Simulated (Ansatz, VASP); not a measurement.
**GdN in VASP and in Ansatz**

```
Gd N
1.0
     0.00000    2.49950    2.49950
     2.49950    0.00000    2.49950
     4.99900    4.99900    0.00000
Gd N
2 2
Direct
  0.50000 0.50000 0.25000
  0.50000 0.50000 0.75000
  0.00000 0.00000 0.00000
  0.00000 0.00000 0.50000
```

Alike in both runs: task single point; functional PBE; k mesh 10 × 10 × 5; occupations gaussian, width 0.05 eV; collinear spin; Hubbard terms Gd f U = 6.0 eV.

```csv
,VASP,Ansatz
version,VASP 6.6.1,Ansatz 0.2.0
potentials or method,"VASP PAW PBE potentials, release 64 (Gd, N), cutoff 520 eV","scalar-relativistic, plane waves, PAW"
valence electrons in the cell,46,46
```

```csv
,VASP,Ansatz,Ansatz less VASP
gap on the k mesh at the Fermi level (eV),0.08,0.02,-0.056
least direct gap on the mesh (eV),0.31,0.27,-0.042
pressure (GPa),0.7,0.5,-0.21
net moment per atom (μB),0.00,0.00,0.000
size of the moment on the site where the two differ most (μB),6.86,6.92,+0.064
```

Site moments also hang on the region over which each program counts them. The programs project onto different local orbitals, so the same U acts differently, and such runs can settle in different states.

Neither program's run includes spin-orbit coupling.
